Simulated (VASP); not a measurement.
**Si47C48 (a cell with a defect): single point with PBEsol**

The system is Si47C48 (a cell with a defect).

```
CELL_PARAMETERS angstrom
9.23420 0.00000 0.00000
0.00000 10.66274 0.00000
0.00000 0.00000 10.07595
ATOMIC_POSITIONS crystal
Si 0.99971 0.99870 0.50114
Si 0.33362 0.99865 0.50041
Si 0.16923 0.24735 0.50233
Si 0.99838 0.50442 0.50322
Si 0.66673 0.99959 0.50074
Si 0.49794 0.24817 0.50241
Si 0.16329 0.74875 0.50276
Si 0.83304 0.24960 0.50051
Si 0.66566 0.50338 0.50289
Si 0.50257 0.74904 0.50248
Si 0.83274 0.75142 0.50054
Si 0.00053 0.16676 0.24883
Si 0.33397 0.16613 0.24899
Si 0.16655 0.41678 0.24747
Si 0.99985 0.66726 0.24937
Si 0.66726 0.16676 0.24917
Si 0.50177 0.41603 0.24854
Si 0.33365 0.66729 0.24843
Si 0.16722 0.91665 0.24918
Si 0.83370 0.41651 0.24840
Si 0.66738 0.66697 0.24922
Si 0.50035 0.91666 0.24939
Si 0.83378 0.91718 0.24964
Si 0.16647 0.08208 0.75063
Si 0.99952 0.33302 0.75012
Si 0.50018 0.08208 0.75075
Si 0.33348 0.32959 0.74887
Si 0.16313 0.58504 0.74971
Si 0.99889 0.83400 0.75096
Si 0.83333 0.08336 0.75032
Si 0.66713 0.33304 0.75026
Si 0.50341 0.58525 0.74976
Si 0.33313 0.83355 0.75059
Si 0.83305 0.58452 0.75123
Si 0.66737 0.83413 0.75087
Si 0.99996 0.00014 0.99987
Si 0.33362 0.00015 0.99999
Si 0.16617 0.24949 0.99871
Si 0.99927 0.49979 0.99886
Si 0.66707 0.00025 0.00011
Si 0.50121 0.24933 0.99884
Si 0.33386 0.50010 0.99870
Si 0.16660 0.75097 0.99933
Si 0.83347 0.24961 0.99952
Si 0.66780 0.49974 0.99924
Si 0.50051 0.75106 0.99933
Si 0.83349 0.75052 0.00039
C 0.00036 0.00007 0.18719
C 0.33369 0.99979 0.18717
C 0.16770 0.24977 0.18652
C 0.00028 0.50087 0.18637
C 0.66700 0.00009 0.18741
C 0.50008 0.24942 0.18611
C 0.33420 0.49979 0.18859
C 0.16620 0.74999 0.18675
C 0.83382 0.25009 0.18699
C 0.66747 0.50064 0.18650
C 0.50101 0.74995 0.18680
C 0.83362 0.75042 0.18750
C 0.99974 0.00002 0.68747
C 0.33328 0.99958 0.68731
C 0.16623 0.24907 0.68803
C 0.99896 0.50022 0.68846
C 0.66674 0.00009 0.68716
C 0.50060 0.24889 0.68826
C 0.33328 0.49991 0.71080
C 0.16585 0.75057 0.68853
C 0.83330 0.24999 0.68705
C 0.66752 0.50014 0.68845
C 0.50042 0.75072 0.68836
C 0.83307 0.75040 0.68745
C 0.00087 0.16633 0.43701
C 0.33376 0.16551 0.43741
C 0.14824 0.40824 0.43239
C 0.99866 0.66789 0.43761
C 0.66720 0.16696 0.43717
C 0.51813 0.40782 0.43284
C 0.33264 0.68313 0.43287
C 0.16738 0.91612 0.43722
C 0.83381 0.41608 0.43677
C 0.66739 0.66738 0.43747
C 0.50018 0.91649 0.43747
C 0.83348 0.91767 0.43752
C 0.16681 0.08293 0.93793
C 0.00004 0.33334 0.93772
C 0.50021 0.08291 0.93796
C 0.33359 0.33336 0.93890
C 0.16696 0.58346 0.93941
C 0.99979 0.83361 0.93812
C 0.83349 0.08335 0.93785
C 0.66714 0.33337 0.93775
C 0.50054 0.58365 0.93934
C 0.33343 0.83350 0.93805
C 0.83360 0.58389 0.93810
C 0.66714 0.83374 0.93822
```

```json
{
  "Program": "VASP 6.6.1",
  "Task": "single point",
  "Functional": "PBEsol",
  "Potentials or basis": "VASP PAW PBE potentials, release 64 (Si, C)",
  "Cutoff": "520 eV",
  "k mesh": "1 × 1 × 1, shifted",
  "Occupations": "fermi-dirac, width 0.05 eV",
  "Spin": "no spin polarisation"
}
```

- Largest force: 0.289 eV/Å

Forces in eV/Å, atoms in the order of the input:
```
Si   0.080  0.075 -0.025
Si  -0.011 -0.002  0.005
Si  -0.019  0.138 -0.025
Si   0.245 -0.137 -0.071
Si   0.073 -0.044  0.045
Si  -0.011 -0.119  0.033
Si   0.030  0.018  0.018
Si   0.203  0.013 -0.019
Si   0.211  0.097  0.043
Si   0.003 -0.018  0.016
Si   0.027 -0.018  0.016
Si   0.003  0.011  0.034
Si  -0.037  0.023  0.023
Si  -0.056 -0.041  0.115
Si  -0.005 -0.033 -0.017
Si  -0.013  0.012 -0.041
Si  -0.060  0.035 -0.092
Si  -0.006 -0.012 -0.020
Si  -0.028  0.026  0.007
Si   0.064  0.003  0.006
Si  -0.012  0.019  0.011
Si  -0.019  0.020 -0.013
Si  -0.013  0.011 -0.006
Si   0.015  0.020  0.001
Si   0.024 -0.006 -0.010
Si  -0.009 -0.008 -0.018
Si  -0.018  0.001  0.037
Si   0.023  0.016 -0.004
Si   0.020 -0.002  0.002
Si  -0.023 -0.005 -0.006
Si  -0.009 -0.011  0.001
Si  -0.021  0.001 -0.004
Si   0.015  0.006 -0.013
Si   0.034 -0.019 -0.012
Si  -0.014  0.007  0.004
Si   0.008  0.005  0.014
Si  -0.027  0.000 -0.003
Si  -0.008 -0.024  0.043
Si   0.032 -0.003  0.044
Si   0.004 -0.009 -0.009
Si  -0.026  0.009 -0.021
Si  -0.003 -0.013  0.003
Si  -0.005  0.021 -0.006
Si   0.029  0.007  0.004
Si   0.005  0.007 -0.017
Si  -0.018  0.025  0.003
Si  -0.002  0.008  0.002
C    0.014 -0.008  0.001
C    0.022 -0.022  0.005
C   -0.006 -0.032 -0.065
C   -0.043  0.004 -0.007
C    0.005 -0.003  0.007
C    0.023  0.006  0.063
C    0.021  0.017 -0.001
C    0.020 -0.020 -0.017
C   -0.009 -0.001  0.007
C   -0.019 -0.005  0.013
C   -0.004 -0.011 -0.017
C   -0.010 -0.002 -0.009
C    0.010 -0.017 -0.022
C    0.011  0.000  0.003
C   -0.004 -0.020  0.021
C   -0.037  0.021  0.022
C    0.018  0.008  0.014
C    0.005  0.025 -0.021
C    0.008  0.012 -0.035
C   -0.017  0.016 -0.010
C    0.005  0.006  0.004
C   -0.027  0.000 -0.024
C    0.017 -0.006  0.002
C    0.004  0.015 -0.002
C   -0.127  0.006  0.033
C    0.022 -0.013 -0.017
C   -0.085 -0.015  0.053
C   -0.038  0.012 -0.015
C   -0.132 -0.054 -0.014
C   -0.054  0.008 -0.046
C    0.080 -0.015  0.039
C   -0.045  0.011  0.040
C   -0.143 -0.017  0.005
C   -0.035 -0.006  0.002
C   -0.033 -0.007 -0.027
C   -0.073  0.019  0.001
C    0.005  0.008  0.002
C   -0.016 -0.002 -0.011
C    0.019  0.000  0.000
C    0.026 -0.010 -0.022
C   -0.027  0.004 -0.027
C   -0.003 -0.017  0.009
C   -0.005  0.005 -0.001
C   -0.002  0.007  0.000
C    0.000 -0.012 -0.014
C    0.014 -0.018  0.005
C   -0.037  0.015  0.006
C    0.009 -0.005 -0.011
```

Levels at points of the mesh, in eV from the Fermi level:
```
           k point  band 186  band 187  band 188  band 189  band 190  band 191  band 192  band 193
(0.25, 0.25, 0.25)     -0.57     -0.53     -0.34     -0.18      0.19      0.31      0.48      2.73
```

Wall time 31 min on 1 thread of Intel(R) Xeon(R) Platinum 8259CL CPU @ 2.50GHz (Skylake/Cascade Lake), with other jobs on the host, peak memory 1.2 GiB.

Caveat: the cell carries a net charge on a neutralising background, which shifts energy and pressure; the cell is charged against a uniform background, so pressure and absolute levels hang on convention; the PAW data sets were made with another functional, which shifts forces and pressure a little.
